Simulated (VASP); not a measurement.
Here is a VASP 6.6.1 calculation.

The input INCAR:

```
SYSTEM = I
PREC = Accurate
ENCUT = 600
EDIFF = 1E-7
ISMEAR = -1
SIGMA = 0.05
LREAL = .FALSE.
LASPH = .TRUE.
NELM = 100
ALGO = Normal
ISIF = 3
LWAVE = .FALSE.
LCHARG = .FALSE.
GGA = PS
IBRION = 2
NSW = 60
EDIFFG = -0.01
```

KPOINTS

```
regular mesh
0
G
  9 9 9
  0 0 0
```

The input POSCAR:

```
I
1.0
    0.0000000000      2.3656004428      3.9098401324
    2.1922454667      0.0000000000      3.9098401324
    2.1922454667      2.3656004428      0.0000000000
I
1
Direct
    0.0000000000      0.0000000000      0.0000000000
```

Potentials or basis: VASP PAW PBE potentials, release 64 (I).

Launch:

```console
$ cat potpaw_PBE.64/I/POTCAR > POTCAR
$ mpirun -np 1 vasp_std > vasp.out
```

**Question.** Estimate the relaxed cell.

**Answer.** a = 4.379 Å, b = 4.314 Å, c = 3.172 Å, α = 69.69°, β = 67.51°, γ = 42.80°.

**Question.** Predict the relaxed volume.

**Answer.** 37.40 Å³/atom.

**Question.** Predict the space group after relaxing (to 0.1 Å).

**Answer.** Fmmm (No. 69).

**Question.** Predict the band gap on the k mesh.

**Answer.** Zero (an odd number of electrons rules out a gap without spin polarisation).

The path:
```tsv
step	energy change (eV)	largest force (eV/Å)	pressure (GPa)	volume (Å³)
1	0.0000	0.0000	-1.40	40.55
2	-0.0070	0.0000	0.53	38.50
3	-0.0086	0.0000	-0.11	39.09
4	-0.0090	0.0000	-0.10	38.91
5	-0.0100	0.0000	-0.06	38.38
6	-0.0107	0.0000	0.03	37.32
7	-0.0108	0.0000	0.01	37.54
8	-0.0108	0.0000	0.02	37.50
9	-0.0108	0.0000	-0.07	37.55
10	-0.0108	0.0000	-0.09	37.56
11	-0.0108	0.0000	-0.09	37.56
12	-0.0109	0.0000	-0.08	37.54
13	-0.0109	0.0000	-0.06	37.49
14	-0.0109	0.0000	-0.03	37.40
15	-0.0109	0.0000	-0.04	37.43
16	-0.0109	0.0000	0.00	37.40
```

Caveat: the PAW data sets were made with another functional, which shifts forces and pressure a little; spin-orbit coupling is left out, which moves the levels of the heavy elements; an odd number of electrons without spin polarisation forces a metal; a magnetic or distorted state may lie lower.
